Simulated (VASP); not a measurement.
Input of a VASP 6.6.1 run:

The input INCAR:

```
PREC     = Accurate       # precision mode
ENCUT    = 520            # plane-wave cutoff, eV
EDIFF    = 1E-6           # SCF threshold, eV
ISMEAR   = 0              # smearing method
SIGMA    = 0.02           # smearing width, eV
LREAL    = F              # projectors in reciprocal space
LASPH    = T              # aspherical terms in the spheres
NELM     = 100            # most SCF steps
ALGO     = Normal         # electronic algorithm
ISIF     = 2              # what is computed and relaxed
LWAVE    = F              # write WAVECAR
LCHARG   = T              # write CHGCAR
GGA      = PE             # functional
LELF     = T              # ELF
LVHAR    = T            
NBANDS   = 57             # bands
```

KPOINTS

```
regular mesh
0
Gamma
  4 6 4
```

POSCAR

```
HPbNO4
1.0
    6.8587584917      0.0000000000     -0.0149072937
    0.0000000000      4.2286496904      0.0000000000
   -3.3751913095      0.0000000000      7.2819414864
H Pb N O
2 2 2 8
Direct
    0.2254899157      0.7500000000      0.5073003708
    0.7745100843      0.2500000000      0.4926996292
    0.3022940900      0.2500000000      0.2849375946
    0.6977059100      0.7500000000      0.7150624054
    0.2148408992      0.7500000000      0.8356692592
    0.7851591008      0.2500000000      0.1643307408
    0.3307820719      0.7500000000      0.4533852984
    0.4090939191      0.7500000000      0.8690133742
    0.1550834149      0.7500000000      0.9653665023
    0.0708277719      0.7500000000      0.6695514892
    0.6692179281      0.2500000000      0.5466147016
    0.5909060809      0.2500000000      0.1309866258
    0.8449165851      0.2500000000      0.0346334977
    0.9291722281      0.2500000000      0.3304485108
```

Potentials or basis: VASP PAW PBE potentials, release 64 (H, Pb_d, N, O).

The run is started by

```sh
$ cat potpaw_PBE.64/H/POTCAR potpaw_PBE.64/Pb_d/POTCAR potpaw_PBE.64/N/POTCAR potpaw_PBE.64/O/POTCAR > POTCAR
$ mpirun -np 1 vasp_std > vasp.out
```

Q: Estimate the pressure.

A: 0.6 GPa.

Q: Predict the band gap on the k mesh.

A: 3.05 eV (least direct gap 3.27 eV).

Stress tensor (GPa, compression positive):
```
 1.10  0.00 -0.03
 0.00 -0.17  0.00
-0.03  0.00  0.79
```

Caveat: the standard files for N, O and F lose accuracy on very short bonds; spin-orbit coupling is left out, which moves the levels of the heavy elements. A k mesh can miss the band edges.
